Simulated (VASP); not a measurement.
# Ba in VASP: notebook

The runs below take Ba through single point, with PBE.

Program: VASP 6.6.1. These are calculated values, not measurements. Logs are shortened: lines on timing, memory, paths and dates and some standing lists are left out, and cuts for length are marked.

## (1) The cell of the first run

It takes space group Cmmm (No. 65, orthorhombic). Conventional cell: a = 4.094 Å, b = 7.511 Å, c = 5.900 Å, α = 90.00°, β = 90.00°, γ = 90.00°. Within 5.4 Å of Ba (site symmetry mmm) lie 6 Ba at 4.09 to 4.28 Å.

## (2) Single point, PBE (strained)

Input file INCAR:

```
SYSTEM = Ba
PREC = Accurate
ENCUT = 520
EDIFF = 1E-6
ISMEAR = 0
SIGMA = 0.1
LREAL = .False.
LASPH = .True.
NELM = 60
ALGO = Fast
ISIF = 2
LWAVE = .False.
LCHARG = .True.
GGA = PE
LELF = .True.
LVHAR = .True.
NBANDS = 11
```

Input file KPOINTS:

```
Automatic mesh
0
Gamma
  12 12 8
  0 0 0
```

Input file POSCAR:

```
Ba
1.0
    2.0468459000     -3.7556310000      0.0000000000
    2.0468459000      3.7556310000      0.0000000000
    0.0000000000      0.0000000000      5.8996140000
Ba
1
Direct
    0.0000000000      0.0000000000      0.0000000000
```

Potentials or basis: VASP PAW PBE potentials, release 64 (Ba_sv).

Command:

```bash
$ cat potpaw_PBE.64/Ba_sv/POTCAR > POTCAR
$ mpirun -np 1 vasp_std > vasp.out
```

OUTCAR:

```text
SYSTEM = Ba
   PREC = Accurate
   ENCUT = 520
   EDIFF = 1E-6
   ISMEAR = 0
   LREAL = .False.
   LASPH = .True.
   NELM = 60
   ISIF = 2
   GGA = PE

 ion  position               nearest neighbor table
   1  0.000  0.000  0.000-

  LATTYP: Found a base centered orthorhombic cell.
 ALAT       =     4.0936918000
 B/A-ratio  =     1.8348381771
 C/A-ratio  =     1.4411475725

  Lattice vectors:

 A1 = (   2.0468459000,  -3.7556310000,   0.0000000000)
 A2 = (   2.0468459000,   3.7556310000,   0.0000000000)
 A3 = (   0.0000000000,   0.0000000000,   5.8996140000)

Analysis of symmetry for initial positions (statically):
=====================================================================
 Subroutine PRICEL returns:
 Original cell was already a primitive cell.

 Routine SETGRP: Setting up the symmetry group for a
 base centered orthorhombic supercell.

 Subroutine GETGRP returns: Found  8 space group operations
 (whereof  8 operations were pure point group operations)
 out of a pool of  8 trial point group operations.

The static configuration has the point symmetry D_2h.

Analysis of symmetry for dynamics (positions and initial velocities):
=====================================================================
 Subroutine PRICEL returns:
 Original cell was already a primitive cell.

 Routine SETGRP: Setting up the symmetry group for a
 base centered orthorhombic supercell.

 Subroutine GETGRP returns: Found  8 space group operations
 (whereof  8 operations were pure point group operations)
 out of a pool of  8 trial point group operations.

The dynamic configuration has the point symmetry D_2h.

 Subroutine INISYM returns: Found  8 space group operations
 (whereof  8 operations are pure point group operations),
 and found     1 'primitive' translations

----------------------------------------------------------------------------------------

                                     Primitive cell

  volume of cell :      90.7030

  direct lattice vectors                    reciprocal lattice vectors
     2.046845900 -3.755631000  0.000000000     0.244278282 -0.133133420  0.000000000
     2.046845900  3.755631000  0.000000000     0.244278282  0.133133420  0.000000000
     0.000000000  0.000000000  5.899614000     0.000000000  0.000000000  0.169502615

  length of vectors
     4.277188603  4.277188603  5.899614000     0.278202061  0.278202061  0.169502615

  position of ions in fractional coordinates (direct lattice)
     0.000000000  0.000000000  0.000000000

  ion indices of the primitive-cell ions
   primitive index   ion index
                 1           1

----------------------------------------------------------------------------------------

 KPOINTS: Automatic mesh

Automatic generation of k-mesh.
 Grid dimensions read from file:
 generate k-points for:   12   12    8

 Generating k-lattice:

  Cartesian coordinates                     Fractional coordinates (reciprocal lattice)
     0.020356524 -0.011094452  0.000000000     0.083333333  0.000000000  0.000000000
     0.020356524  0.011094452  0.000000000     0.000000000  0.083333333  0.000000000
     0.000000000  0.000000000  0.021187827     0.000000000  0.000000000  0.125000000

  Length of vectors
     0.023183505  0.023183505  0.021187827

  Shift w.r.t. Gamma in fractional coordinates (k-lattice)
     0.000000000  0.000000000  0.000000000

 Subroutine IBZKPT returns following result:
 ===========================================

 Found    215 irreducible k-points:

 Following reciprocal coordinates:
            Coordinates               Weight
  0.000000  0.000000  0.000000      1.000000
  0.083333  0.000000  0.000000      4.000000
  0.166667  0.000000  0.000000      4.000000
  0.250000  0.000000  0.000000      4.000000
  0.333333  0.000000  0.000000      4.000000
  0.416667 -0.000000  0.000000      4.000000
[... 16 lines left out ...]
  0.500000  0.166667  0.000000      4.000000
 -0.416667  0.166667  0.000000      4.000000
 [... further k-points ...]
   k-points           NKPTS =    215   k-points in BZ     NKDIM =    215   number of bands    NBANDS=     11
   number of dos      NEDOS =    301   number of ions     NIONS =      1
   total plane-waves  NPLWV =  49152
   dimension x,y,z NGX =    32 NGY =   32 NGZ =   48
   dimension x,y,z NGXF=    64 NGYF=   64 NGZF=   96
   ions per type =               1
   NGX,Y,Z   is equivalent  to a cutoff of  12.44, 12.44, 13.53 a.u.
   NGXF,Y,Z  is equivalent  to a cutoff of  24.88, 24.88, 27.05 a.u.
 SYSTEM =  Ba
   PREC   = accura    normal or accurate (medium, high low for compatibility)
   ISTART =      0    job   : 0-new  1-cont  2-samecut
   ICHARG =      2    charge: 1-file 2-atom 10-const
   ISPIN  =      1    spin polarized calculation?
   LNONCOLLINEAR =      F non collinear calculations
   LSORBIT =      F    spin-orbit coupling
   LASPH  =      T    aspherical Exc in radial PAW
   ENCUT  =  520.0 eV  38.22 Ry    6.18 a.u.   7.95  7.95 10.97*2*pi/ulx,y,z
   NELM   =     60;   NELMIN=  2; NELMDL= -5     # of ELM steps
   EDIFF  = 0.1E-05   stopping-criterion for ELM
   LREAL  =      F    real-space projection
   EDIFFG = 0.1E-04   stopping-criterion for IOM
   NSW    =      0    number of steps for IOM
   IBRION =     -1    ionic relax: 0-MD 1-quasi-New 2-CG
   NFREE  =      0    steps in history (QN), initial steepest desc. (CG)
   ISIF   =      2    stress and relaxation
   ISYM   =      2    0-nonsym 1-usesym 2-fastsym
   POTIM  = 0.5000    time-step for ionic-motion
   TEBEG  =    0.0;   TEEND  =   0.0 temperature during run
   PSTRESS=    0.0 pullay stress
   NELECT =      10.0000    total number of electrons
   NUPDOWN=      -1.0000    fix difference up-down
   EMIN   =  10.00;   EMAX   =-10.00  energy-range for DOS
   EFERMI =   0.00;   METHOD = LEGACY
   ISMEAR =     0;   SIGMA  =   0.10  broadening in eV -4-tet -1-fermi 0-gaus
   EFERMI_NEDOS =   21; number of points for ismear=-14 and -15
   IALGO  =     68    algorithm
   IMIX   =      4    mixing-type and parameters
     AMIX     =   0.40;   BMIX     =  1.00
     AMIX_MAG =   1.60;   BMIX_MAG =  1.00
  volume/ion in A,a.u.               =      90.70       612.09
  Fermi-wavevector in a.u.,A,eV,Ry     =   0.784996  1.483428  8.384171  0.616219
  Thomas-Fermi vector in A             =   1.889242
   LORBIT       =      0    0 simple, 1 ext, 2 COOP (PROOUT), +10 PAW based schemes
   GGA     = PE    functional components
   LHFCALC =     F    Hartree Fock is set to
   AEXX    =    0.0000 exact exchange contribution
   IVDW    =     0    specifies the selected vdW correction
   LEPSILON=     F    determine dielectric tensor
   LRPA    =     F    only Hartree local field effects (RPA)
 non-spin polarized calculation
 RMM-DIIS sequential band-by-band and
 Gauss-broadening in eV      SIGMA  =   0.10
  energy-cutoff  :      520.00
  volume of cell :       90.70
 maximum number of plane-waves:      2466
   NGX = 15   NGY = 15   NGZ = 21

 number of electron      10.0000001 magnetization

 Free energy of the ion-electron system (eV)
  ---------------------------------------------------
  ext. energy  EPLUGINS =         0.00000000
  ---------------------------------------------------
  free energy    TOTEN  =        -1.34923615 eV

  energy without entropy =       -1.33397135  energy(sigma->0) =       -1.34160375

 E-fermi :   0.4913     XC(G=0):  -6.1458

 val. band max:        0.4886494660   @ k =  -0.2500   0.2500   0.3750
 cond. band min:       0.4915007736   @ k =  -0.0833   0.0833   0.2500
 fundamental gap:      0.0028513076
 Fermi energy:         0.4913168564

 k-point     1 :       0.0000    0.0000    0.0000
  band No.  band energies     occupation
      1     -28.7971      2.00000
      2     -14.0539      2.00000
      3     -13.6486      2.00000
      4     -13.6074      2.00000
      5      -1.8452      2.00000
      6       0.5152      0.73587
      7       1.9716      0.00000
      8       2.6354      0.00000
      9       3.2425      0.00000
     10       4.1156      0.00000
     11       4.3115      0.00000

 k-point     2 :       0.0833    0.0000    0.0000
  band No.  band energies     occupation
      1     -28.7931      2.00000
      2     -14.0477      2.00000
      3     -13.6698      2.00000
      4     -13.6417      2.00000
      5      -1.7120      2.00000
      6       0.6073      0.10091
      7       2.0124      0.00000
      8       2.5118      0.00000
      9       2.8833      0.00000
     10       4.0970      0.00000
     11       4.6619      0.00000

 k-point     3 :       0.1667    0.0000    0.0000
  band No.  band energies     occupation
      1     -28.7820      2.00000
      2     -14.0307      2.00000
      3     -13.7821      2.00000
      4     -13.6776      2.00000
      5      -1.3447      2.00000
      6       0.8561      0.00000
      7       1.8041      0.00000
      8       2.3246      0.00000
      9       2.6903      0.00000
     10       3.9514      0.00000
     11       5.2838      0.00000

 k-point     4 :       0.2500    0.0000    0.0000
  band No.  band energies     occupation
      1     -28.7667      2.00000
      2     -14.0072      2.00000
      3     -13.9412      2.00000
      4     -13.7142      2.00000
      5      -0.8396      2.00000
      6       1.0213      0.00000
      7       1.7050      0.00000
      8       1.8267      0.00000
      9       3.2923      0.00000
     10       3.7657      0.00000
     11       5.8025      0.00000
[... 239 lines left out ...]
 k-point    22 :       0.4167    0.1667    0.0000
  band No.  band energies     occupation
      1     -28.7344      2.00000
      2     -14.1948      2.00000
      3     -13.9568      2.00000
      4     -13.8654      2.00000
      5       0.2731      1.99797
      6       1.3052      0.00000
      7       1.7421      0.00000
      8       1.8830      0.00000
      9       2.7329      0.00000
     10       4.7540      0.00000
     11       5.7724      0.00000

 k-point    23 :       0.5000    0.1667    0.0000
  band No.  band energies     occupation
      1     -28.7400      2.00000
      2     -14.1388      2.00000
      3     -13.9649      2.00000
      4     -13.8629      2.00000
      5       0.2374      1.99967
      6       1.2834      0.00000
      7       1.3871      0.00000
      8       2.1097      0.00000
      9       2.7816      0.00000
     10       4.6345      0.00000
     11       5.9610      0.00000

 k-point    24 :      -0.4167    0.1667    0.0000
  band No.  band energies     occupation
      1     -28.7512      2.00000
      2     -14.0484      2.00000
      3     -13.9818      2.00000
      4     -13.8223      2.00000
      5      -0.0398      2.00000
      6       1.0466      0.00000
      7       1.5322      0.00000
      8       1.8355      0.00000
      9       3.0338      0.00000
     10       4.3905      0.00000
     11       5.8620      0.00000

 [... further k-points ...]

------------------------ aborting loop because EDIFF is reached ----------------------------------------

  FORCE on cell =-STRESS in cart. coord.  units (eV):
  Direction    XX          YY          ZZ          XY          YZ          ZX
  --------------------------------------------------------------------------------------
  -------------------------------------------------------------------------------------
  Total        0.8203674      0.2744986     -0.9722824      0.0000000      0.0000000      0.0000000
  in kB       14.4909660      4.8487419    -17.1743903      0.0000000      0.0000000      0.0000000
  external PRESSURE =       0.7217725 kB  Pullay stress =       0.0000000 kB

 VOLUME and BASIS-vectors are now :
 -----------------------------------------------------------------------------
  energy-cutoff  :      520.00
  volume of cell :       90.70
      direct lattice vectors                 reciprocal lattice vectors
     2.046845900 -3.755631000  0.000000000     0.244278282 -0.133133420  0.000000000
     2.046845900  3.755631000  0.000000000     0.244278282  0.133133420  0.000000000
     0.000000000  0.000000000  5.899614000     0.000000000  0.000000000  0.169502615

 POSITION                                       TOTAL-FORCE (eV/Angst)
 -----------------------------------------------------------------------------------
      0.00000      0.00000      0.00000         0.000000      0.000000      0.000000
 -----------------------------------------------------------------------------------
    total drift:                                0.000000     -0.000000      0.000000

  FREE ENERGIE OF THE ION-ELECTRON SYSTEM (eV)
  ---------------------------------------------------
  free  energy   TOTEN  =        -1.3492361492 eV

  energy  without entropy=       -1.3339713534  energy(sigma->0) =       -1.34160375
```

Run time: 1.8 min. Hardware: 1 thread of Intel Xeon Platinum 8488C (Sapphire Rapids), shared host; peak memory 0.36 GiB.

Results:

- Free energy: -1.3492 eV
- Pressure: 0.1 GPa
- Band gap on the k mesh: zero (bands 5 and 6 overlap by 0.89 eV)

Stress tensor (GPa, compression positive):
```
 1.45  0.00  0.00
 0.00  0.48  0.00
 0.00  0.00 -1.72
```

Caveat: the cell differs from its parent crystal (strained); spin-orbit coupling is left out, which moves the levels of the heavy elements.

## (3) Single point, PBE (strained)

Input file INCAR:

```
SYSTEM = Ba
ALGO     = Fast           ! electronic algorithm
EDIFF    = 1E-7           ! SCF threshold, eV
ENCUT    = 520            ! plane-wave cutoff, eV
GGA      = PE             ! functional
ISIF     = 2              ! what is computed and relaxed
ISMEAR   = 0              ! smearing method
LASPH    = .TRUE.         ! aspherical terms in the spheres
LCHARG   = .TRUE.         ! write CHGCAR
LELF     = .TRUE.         ! ELF
LREAL    = .FALSE.        ! projectors in reciprocal space
LVHAR    = .TRUE.       
LWAVE    = .FALSE.        ! write WAVECAR
NBANDS   = 11             ! bands
NELM     = 100            ! most SCF steps
PREC     = Accurate       ! precision mode
SIGMA    = 0.1            ! smearing width, eV
```

Input file KPOINTS:

```
k-points
0
G
  12 12 8
  0 0 0
```

Input file POSCAR:

```
Ba
1.0
    1.9208461500     -3.6055065000      0.0365000000
    1.9208461500      3.6055065000     -0.0365000000
    0.0000000000     -0.0570000000      5.5361820000
Ba
1
Direct
    0.0000000000      0.0000000000      0.0000000000
```

Potentials or basis: VASP PAW PBE potentials, release 64 (Ba_sv).

Command:

```bash
$ cat potpaw_PBE.64/Ba_sv/POTCAR > POTCAR
$ mpirun -np 1 vasp_std > vasp.out
```

Wall time 2.8 min (1 thread of Intel Xeon Platinum 8488C (Sapphire Rapids), shared host); peak memory 0.39 GiB.

It converged, with:

```yaml
Free_energy: -1.3223 eV
Pressure: 0.8 GPa
Band_gap_on_the_k_mesh: zero (bands 5 and 6 overlap by 0.99 eV)
```

Stress tensor (GPa, compression positive):
```
 3.21  0.00  0.00
 0.00  1.57 -0.05
 0.00 -0.05 -2.52
```

Levels at points of the mesh, in eV from the Fermi level:
```
           k point  band 3  band 4  band 5  band 6  band 7  band 8
(0.00, 0.00, 0.00)  -13.81  -13.71   -2.35   -0.03    1.50    2.57
(0.50, 0.00, 0.00)  -14.15  -14.02   -0.78    0.67    1.49    1.88
(0.50, 0.50, 0.00)  -14.19  -13.86   -0.74    0.67    1.17    1.48
(0.00, 0.00, 0.50)  -13.81  -13.71   -1.69   -0.13    1.53    2.35
(0.50, 0.00, 0.50)  -14.17  -14.01   -0.62   -0.21    3.01    3.05
(0.50, 0.50, 0.50)  -14.21  -13.86   -0.56   -0.28    2.69    2.90
```

Caveat: the cell differs from its parent crystal (strained); the stress differs along the axes, from -3 to 3 GPa; spin-orbit coupling is left out, which moves the levels of the heavy elements.
